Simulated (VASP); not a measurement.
# SrTlI3: single point with PBE

SrTlI3:

```
Tl Sr I
1.0
     6.36064    0.00000    0.00000
     0.00000    6.36064    0.00000
     0.00000    0.00000    6.36064
Tl Sr I
1 1 3
Direct
  0.00000 0.00000 0.00000
  0.50000 0.50000 0.50000
  0.50000 0.50000 0.00000
  0.50000 0.00000 0.50000
  0.00000 0.50000 0.50000
```

```
Program                : VASP 6.6.1
Task                   : single point
Functional             : PBE
Potentials or basis    : VASP PAW PBE potentials, release 64 (Tl_d, Sr_sv, I)
Cutoff                 : 520 eV
k mesh                 : 4 × 4 × 4
Occupations            : gaussian, width 0.01 eV
Spin                   : no spin polarisation
Dipole correction      : no
Further INCAR settings : ALGO = Normal; EDIFF = 1e-07; NBANDS = 30
```

* Pressure: 0.4 GPa
* Band gap on the k mesh: 2.52 eV, indirect (least direct gap 2.84 eV)

Levels at points of the mesh, in eV from the valence-band top:
```
           k point  band 18  band 19  band 20  band 21  band 22  band 23  band 24  band 25  band 26  band 27
(0.00, 0.00, 0.00)    -0.52    -0.52    -0.31    -0.31    -0.31     3.57     3.57     3.57     4.18     4.18
(0.50, 0.00, 0.00)    -0.91    -0.79    -0.63    -0.35    -0.35     2.52     3.22     3.22     4.27     5.26
(0.50, 0.50, 0.00)    -0.92    -0.92    -0.84    -0.84     0.00     2.83     3.15     3.15     5.48     5.48
(0.50, 0.50, 0.50)    -1.35    -1.35     0.00     0.00     0.00     3.53     3.53     3.53     5.81     5.81
```

Run time: 80 s on 1 thread of AMD EPYC 9R45 (Zen 5), on a shared host, peak memory 0.32 GiB.

Caveat: spin-orbit coupling is left out, which moves the levels of the heavy elements. A k mesh can miss the band edges.
